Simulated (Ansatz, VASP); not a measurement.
# One calculation of ScGa5S, two programs

```
CELL_PARAMETERS angstrom
4.91652 -3.54120 0.00000
4.91652 3.54120 0.00000
0.00000 0.00000 5.11559
ATOMIC_POSITIONS crystal
Sc 0.50000 0.50000 0.00000
Ga 0.55729 0.17934 0.50000
Ga 0.44271 0.82066 0.50000
Ga 0.17934 0.55729 0.50000
Ga 0.82066 0.44271 0.50000
Ga 0.00000 0.00000 0.00000
S 0.00000 0.00000 0.50000
```

Alike in both runs: functional PBE; k mesh 3 × 3 × 3; occupations gaussian, width 0.2 eV; no spin polarisation.

Ansatz relaxed the structure, and its values are those at the end. VASP's run is a single point on that final structure, the one shown.

|  | VASP | Ansatz |
| --- | --- | --- |
| version | VASP 6.6.1 | Ansatz 0.2.0 |
| potentials or method | VASP PAW PBE potentials, release 64 (Sc_sv, Ga_d, S), cutoff 520 eV | scalar-relativistic, plane waves, PAW |
| valence electrons in the cell | 82 | 82 |

Ansatz gave:

```
gap on the k mesh at the Fermi level (eV) : none
pressure (GPa)                            : 0.0
rms of the force components (eV/Å)        : 0.018
```

Q: Which values does VASP return?

A: gap on the k mesh at the Fermi level (eV): none; pressure (GPa): 0.1; rms of the force components (eV/Å): 0.017.

A gap of «none» marks a metal or a gap that the smearing closes.

The k mesh is coarse, so the values compare programs but aren't converged.
